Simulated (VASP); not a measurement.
# W: single point with r2SCAN

Crystal: W.

```
W
1.0
    -1.59991    1.59991    1.59991
     1.59991   -1.59991    1.59991
     1.59991    1.59991   -1.59991
W
1
Cartesian
  0.0000 0.0000 0.0000
```

```yaml
Program: VASP 6.6.1
Task: single point
Functional: r2SCAN
Potentials_or_basis: VASP PAW PBE potentials, release 64 (W_sv)
Cutoff: 520 eV
k_mesh: 18 × 18 × 18
Occupations: gaussian, width 0.1 eV
Spin: no spin polarisation
```

```json
{"Pressure": "-7.7 GPa", "Band gap on the k mesh": "zero (bands 7 and 8 overlap by 6.33 eV)"}
```

Levels at points of the mesh, in eV from the Fermi level:
```tsv
k point	band 5	band 6	band 7	band 8	band 9	band 10
(0.00, 0.00, 0.00)	-9.93	-1.22	-1.22	-1.22	2.50	2.50
(0.50, 0.00, 0.00)	-6.33	-3.58	0.43	2.32	3.33	6.06
(0.50, 0.50, 0.50)	-5.73	-5.73	5.11	5.11	5.11	8.29
```

It took 2.8 min on 1 thread of Intel Xeon 8259CL (shared host), peak memory 0.18 GiB.

Caveat: the cell stands under tension; the PAW data sets were made with another functional, which shifts forces and pressure a little; spin-orbit coupling is left out, which moves the levels of the heavy elements.
